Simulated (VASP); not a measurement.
**Au: single point with PBEsol**

Crystal: Au.

```xyz
2
Lattice="1.4508 -2.6220 -0.0298 1.4526 2.6230 0.0213 -0.0148 0.0489 5.0646" Properties=species:S:1:pos:R:3 pbc="T T T"
Au    1.4332   -0.8433    1.2788
Au    1.4554    0.8933    3.7773
```

This cell differs from its parent crystal: atoms moved at random and the cell strained at random.

- Program: VASP 6.6.1
- Task: single point
- Functional: PBEsol
- Potentials or basis: VASP PAW PBE potentials, release 64 (Au)
- Cutoff: 520 eV
- k mesh: 14 × 14 × 8
- Occupations: gaussian, width 0.1 eV
- Spin: no spin polarisation
- Dipole correction: no
- Further INCAR settings: ALGO = Fast; EDIFF = 1e-06; NBANDS = 18

The pressure is -14.6 GPa and the largest force is 0.146 eV/Å. The band gap on the k mesh is zero (bands 11 and 12 overlap by 5.64 eV).

Forces in eV/Å, atoms in the order of the input:
```
Au   0.001 -0.002 -0.146
Au  -0.001  0.002  0.146
```

Stress tensor (GPa, compression positive):
```
-14.91  -0.02   0.02
 -0.02 -14.64  -0.24
  0.02  -0.24 -14.26
```

Levels at points of the mesh, in eV from the Fermi level:
```
           k point  band 9  band 10  band 11  band 12  band 13  band 14
(0.00, 0.00, 0.00)   -2.97    -2.05    -1.99    -0.70     1.93    14.52
(0.50, 0.00, 0.00)   -1.71    -1.60     0.46     1.58     5.30     6.61
(0.00, 0.50, 0.00)   -1.72    -1.59     0.53     1.52     5.42     6.51
(0.50, 0.50, 0.00)   -1.78    -1.63     0.29     1.10     5.12     6.05
(0.00, 0.00, 0.50)   -2.46    -2.46    -2.42    -2.23     9.17     9.76
(0.50, 0.00, 0.50)   -1.65    -1.61     0.86     0.92     3.37     3.69
(0.00, 0.50, 0.50)   -1.64    -1.61     0.79     0.83     3.49     3.65
(0.50, 0.50, 0.50)   -1.70    -1.70     0.35     0.59     3.01     3.18
```

It took 6.1 min on 1 thread of AMD EPYC 7R13 Processor (Zen 3), with other jobs on the host, peak memory 0.49 GiB.

Caveat: the cell differs from its parent crystal (atoms moved at random and the cell strained at random); the cell stands under tension; the PAW data sets were made with another functional, which shifts forces and pressure a little; spin-orbit coupling is left out, which moves the levels of the heavy elements.
